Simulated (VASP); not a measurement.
Set up this calculation in VASP 6.6.1, as the native input.

```yaml
Task: electric field gradients
Functional: PBE
Potentials_or_basis: VASP PAW PBE potentials, release 64 (La, S, O)
Cutoff: 520 eV
k_mesh: 3 × 3 × 3
Occupations: fermi-dirac, width 0.02 eV
Spin: no spin polarisation
Dipole_correction: no
Further_INCAR_settings: LREAL = Auto; ALGO = Normal; EDIFF = 1e-08; NBANDS = 135
```

The structure of La2S3O12 lies in POSCAR:

```
La2S3O12
1.0
    4.8421166743      2.7955973654      8.2019223967
   -4.8421166743      2.7955973654      8.2019223967
    0.0000000000     -5.5911947307      8.2019223967
La S O
4 6 24
Direct
    0.8550566000      0.8550566000      0.8550566000
    0.3550566000      0.3550566000      0.3550566000
    0.1449434000      0.1449434000      0.1449434000
    0.6449434000      0.6449434000      0.6449434000
    0.0421180700      0.4578819300      0.7500000000
    0.4578819300      0.7500000000      0.0421180700
    0.7500000000      0.0421180700      0.4578819300
    0.5421180700      0.2500000000      0.9578819300
    0.2500000000      0.9578819300      0.5421180700
    0.9578819300      0.5421180700      0.2500000000
    0.0143560400      0.6069856900      0.7748727500
    0.6069856900      0.7748727500      0.0143560400
    0.7748727500      0.0143560400      0.6069856900
    0.5143560400      0.2748727500      0.1069856900
    0.2748727500      0.1069856900      0.5143560400
    0.1069856900      0.5143560400      0.2748727500
    0.9856439600      0.3930143100      0.2251272500
    0.3930143100      0.2251272500      0.9856439600
    0.2251272500      0.9856439600      0.3930143100
    0.4856439600      0.7251272500      0.8930143100
    0.7251272500      0.8930143100      0.4856439600
    0.8930143100      0.4856439600      0.7251272500
    0.9325670000      0.6944716000      0.0999947600
    0.6944716000      0.0999947600      0.9325670000
    0.0999947600      0.9325670000      0.6944716000
    0.4325670000      0.5999947600      0.1944716000
    0.5999947600      0.1944716000      0.4325670000
    0.1944716000      0.4325670000      0.5999947600
    0.0674330000      0.3055284000      0.9000052400
    0.3055284000      0.9000052400      0.0674330000
    0.9000052400      0.0674330000      0.3055284000
    0.5674330000      0.4000052400      0.8055284000
    0.4000052400      0.8055284000      0.5674330000
    0.8055284000      0.5674330000      0.4000052400
```

The input as run:

INCAR

```
ALGO = Normal
EDIFF = 1E-8
ENCUT = 520
GGA = PE
ISIF = 2
ISMEAR = -1
LASPH = True
LCHARG = False
LEFG = True
LREAL = Auto
LWAVE = False
NBANDS = 135
NELM = 100
PREC = Accurate
SIGMA = 0.02
```

KPOINTS

```
k-points
0
Gamma
  3 3 3
```

Potentials or basis: VASP PAW PBE potentials, release 64 (La, S, O).

The run is started by

```bash
$ cat potpaw_PBE.64/La/POTCAR potpaw_PBE.64/S/POTCAR potpaw_PBE.64/O/POTCAR > POTCAR
$ mpirun -np 1 vasp_std > vasp.out
```

Results of the run:

The pressure is 0.3 GPa. The largest force is 0.148 eV/Å and the band gap on the k mesh is 4.83 eV, direct.

Caveat: without QUAD_EFG the Cq values of the log hold for a quadrupole moment of 1 mb, not for the nuclei; spin-orbit coupling is left out, which moves the levels of the heavy elements.

Run time: 30 min on 1 thread of Intel(R) Xeon(R) 6975P-C (Granite Rapids), on a shared host, peak memory 1.1 GiB.
